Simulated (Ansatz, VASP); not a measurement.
One calculation of Cd4SeS3, two programs

INCAR

```
SYSTEM = Cd4SeS3
ALGO = Normal ; EDIFF = 1E-6
ENCUT = 520 ; GGA = PE
ISIF = 2 ; ISMEAR = 0
LASPH = .TRUE. ; LCHARG = .TRUE.
LELF = .TRUE. ; LREAL = .FALSE.
LVHAR = .TRUE. ; LWAVE = .FALSE.
NBANDS = 46 ; NELM = 60
PREC = Accurate ; SIGMA = 0.1
```

KPOINTS

```
k-points
0
G
  4 4 4
  0 0 0
```

The input POSCAR:

```
Cd4SeS3
1.0
    5.9919743000      0.0000000000      0.0000000000
    0.0000000000      5.9919743000      0.0000000000
    0.0000000000      0.0000000000      5.9919743000
Cd Se S
4 1 3
Direct
    0.2442710000      0.7557290000      0.2442710000
    0.2442710000      0.2442710000      0.7557290000
    0.7557290000      0.7557290000      0.7557290000
    0.7557290000      0.2442710000      0.2442710000
    0.5000000000      0.5000000000      0.5000000000
    0.5000000000      0.0000000000      0.0000000000
    0.0000000000      0.0000000000      0.5000000000
    0.0000000000      0.5000000000      0.0000000000
```

Input for Ansatz:

```yaml
crystal:
  lattice:
    - [5.9919743, 0.0, 0.0]
    - [0.0, 5.9919743, 0.0]
    - [0.0, 0.0, 5.9919743]
  atoms:
    - { symbol: Cd, position: [0.244271, 0.755729, 0.244271] }
    - { symbol: Cd, position: [0.244271, 0.244271, 0.755729] }
    - { symbol: Cd, position: [0.755729, 0.755729, 0.755729] }
    - { symbol: Cd, position: [0.755729, 0.244271, 0.244271] }
    - { symbol: Se, position: [0.5, 0.5, 0.5] }
    - { symbol: S, position: [0.5, 0.0, 0.0] }
    - { symbol: S, position: [0.0, 0.0, 0.5] }
    - { symbol: S, position: [0.0, 0.5, 0.0] }
basis:
  ecutwfc: 420
kpoints:
  mp_grid: { grid: [4, 4, 4] }
hamiltonian:
  xc: pbe
scf:
  occupations: { method: gaussian, width: 0.1 }
  lower_state_search: "off"
output:
  forces: true
  stress: true
  eigenvalues: true
```

Alike in both runs: task single point; functional PBE; k mesh 4 × 4 × 4; occupations gaussian, width 0.1 eV; no spin polarisation.

|  | VASP | Ansatz |
| --- | --- | --- |
| version | VASP 6.6.1 | Ansatz 0.2.0 |
| potentials or method | VASP PAW PBE potentials, release 64 (Cd, Se, S), cutoff 520 eV | scalar-relativistic, plane waves, PAW |
| valence electrons in the cell | 72 | 114 |

VASP gave:

* gap on the k mesh at the Fermi level (eV): 0.87
* least direct gap on the mesh (eV): 0.87
* pressure (GPa): 0.3
* rms of the force components (eV/Å): 0.007

Problem. Estimate Ansatz's values.

Solution. gap on the k mesh at the Fermi level (eV): 0.87; least direct gap on the mesh (eV): 0.87; pressure (GPa): 0.0; rms of the force components (eV/Å): 0.007.

Atom by atom the forces differ by 0.000 eV/Å (rms over components). The functional is the same, so the differences come from potentials, cutoffs and numerics. VASP's potentials hold 72 valence electrons a cell and Ansatz's 114, so a difference there can come from the potentials and not from the codes.
